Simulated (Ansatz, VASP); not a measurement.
**V in VASP and in Ansatz**

File INCAR:

```
SYSTEM = V
PREC     = Accurate       ! precision mode
ENCUT    = 520            ! plane-wave cutoff, eV
EDIFF    = 1E-6           ! SCF threshold, eV
ISMEAR   = -1             ! smearing method
SIGMA    = 0.1            ! smearing width, eV
LREAL    = .FALSE.        ! projectors in reciprocal space
LASPH    = .TRUE.         ! aspherical terms in the spheres
NELM     = 100            ! most SCF steps
ALGO     = Normal         ! electronic algorithm
ISIF     = 2              ! what is computed and relaxed
LWAVE    = .FALSE.        ! write WAVECAR
LCHARG   = .FALSE.        ! write CHGCAR
GGA      = PE             ! functional
NBANDS   = 20             ! bands
```

KPOINTS

```
Automatic mesh
0
G
  17 17 17
  0 0 0
```

The input POSCAR:

```
V
1.0
    0.0000000000      2.7258476180      2.7258476180
    2.7258476180      0.0000000000      2.7258476180
    2.7258476180      2.7258476180      0.0000000000
V
2
Direct
    0.1250000000      0.1250000000      0.1250000000
    0.8750000000      0.8750000000      0.8750000000
```

Input for Ansatz:

```yaml
crystal:
  lattice:
    - [0.0, 2.725847618, 2.725847618]
    - [2.725847618, 0.0, 2.725847618]
    - [2.725847618, 2.725847618, 0.0]
  atoms:
    - { symbol: V, position: [0.125, 0.125, 0.125] }
    - { symbol: V, position: [0.875, 0.875, 0.875] }
hamiltonian:
  xc: pbe
  pseudopotentials:
    kind: paw
    azcp:
      V: "pseudopotentials/V.paw.azcp"
basis:
  ecutwfc: 420
  fft_grid_basis: typed
kpoints:
  mp_grid: { grid: [17, 17, 17], shift: [0, 0, 0] }
magnetization:
  spin_polarized: false
scf:
  occupations: { method: fermi_dirac, width: 0.1 }
output:
  stress: true
```

Alike in both runs: task single point; functional PBE; k mesh 17 × 17 × 17; occupations fermi-dirac, width 0.1 eV; no spin polarisation.

|  | VASP | Ansatz |
| --- | --- | --- |
| version | VASP 6.6.1 | Ansatz 0.2.0 |
| potentials or method | VASP PAW PBE potentials, release 64 (V_sv), cutoff 520 eV | plane waves (420 eV) with PAW, scalar-relativistic |
| valence electrons in the cell | 26 | 26 |

|  | VASP | Ansatz | Ansatz less VASP |
| --- | --- | --- | --- |
| pressure (GPa) | -3.8 | -4.1 | -0.26 |
